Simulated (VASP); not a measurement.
# Sr: single point with PBEsol

Sr:

```
Sr
1.0
    -2.72211    2.72211    1.92453
     2.72211   -2.72211    1.92453
     2.72211    2.72211   -1.92453
Sr
1
Cartesian
  0.0000 0.0000 0.0000
```

This cell differs from its parent crystal: ratio of the length along z to the lengths across it x 0.707, volume and fractional coordinates fixed.

```yaml
Program: VASP 6.6.1
Task: single point
Functional: PBEsol
Potentials_or_basis: VASP PAW PBE potentials, release 64 (Sr_sv)
Cutoff: 520 eV
k_mesh: 16 × 16 × 16
Occupations: gaussian, width 0.15 eV
Spin: no spin polarisation
Dipole_correction: no
Further_INCAR_settings: ALGO = Fast; EDIFF = 1e-07; NBANDS = 11
```

The pressure is -0.5 GPa and the band gap on the k mesh is zero (bands 5 and 6 overlap by 0.83 eV).

Stress tensor (GPa, compression positive):
```
-2.09  0.00  0.00
 0.00 -2.09  0.00
 0.00  0.00  2.75
```

Levels at points of the mesh, in eV from the Fermi level:
| k point | band 1 | band 2 | band 3 | band 4 | band 5 | band 6 | band 7 | band 8 | band 9 | band 10 |
| --- | --- | --- | --- | --- | --- | --- | --- | --- | --- | --- |
| (0.00, 0.00, 0.00) | -36.56 | -18.47 | -18.47 | -18.42 | -3.48 | 1.29 | 1.98 | 3.63 | 3.63 | 4.55 |
| (0.50, 0.00, 0.00) | -36.54 | -18.74 | -18.51 | -18.50 | -0.56 | 0.78 | 0.91 | 3.41 | 4.80 | 4.82 |
| (0.50, 0.50, 0.00) | -36.55 | -18.63 | -18.46 | -18.44 | -1.43 | -0.24 | 2.00 | 3.18 | 3.33 | 5.24 |
| (0.50, 0.50, 0.50) | -36.55 | -18.60 | -18.60 | -18.46 | -0.21 | -0.07 | 2.18 | 2.18 | 5.04 | 5.05 |

Run time: 4.1 min on 1 thread of Oxide Virtual Turin-like Processor, on a shared host, peak memory 0.32 GiB.

Caveat: the PAW data sets were made with another functional, which shifts forces and pressure a little.
